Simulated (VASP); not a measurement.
A run of VASP 6.6.1 is set up as follows.

Contents of POSCAR:

```
Yb
1.0
    0.0000000000      2.6218677173      2.6218677173
    2.6218677173      0.0000000000      2.6218677173
    2.6218677173      2.6218677173      0.0000000000
Yb
1
Direct
    0.0000000000      0.0000000000      0.0000000000
```

INCAR.step1

```
  PREC = Accurate
  ENCUT = 520
  ISMEAR = -1
  SIGMA = 0.1
  LREAL = F
  LASPH = T
  NELM = 60
  NBANDS = 18
  GGA = PE
  ALGO = Normal
  EDIFF = 1E-4
  LWAVE = T
  LCHARG = F
```

File INCAR.step2:

```
  PREC = Accurate
  ENCUT = 520
  EDIFF = 1E-7
  ISMEAR = -1
  SIGMA = 0.1
  LREAL = F
  LASPH = T
  NELM = 60
  ALGO = Normal
  ISIF = 2
  LWAVE = F
  LCHARG = F
  METAGGA = R2SCAN
  LMIXTAU = T
  NBANDS = 18
  ISTART = 1
```

KPOINTS

```
regular mesh
0
Gamma
  11 11 11
```

Potentials or basis: VASP PAW PBE potentials, release 64 (Yb).

Launch:

```console
$ cat potpaw_PBE.64/Yb/POTCAR > POTCAR
$ cp INCAR.step1 INCAR
$ mpirun -np 1 vasp_std > vasp.out
$ cp INCAR.step2 INCAR
$ mpirun -np 1 vasp_std > vasp.out
```

(1) What does it give for the pressure?

Results:

(1) -0.5 GPa.

Caveat: the PAW data sets were made with another functional, which shifts forces and pressure a little.
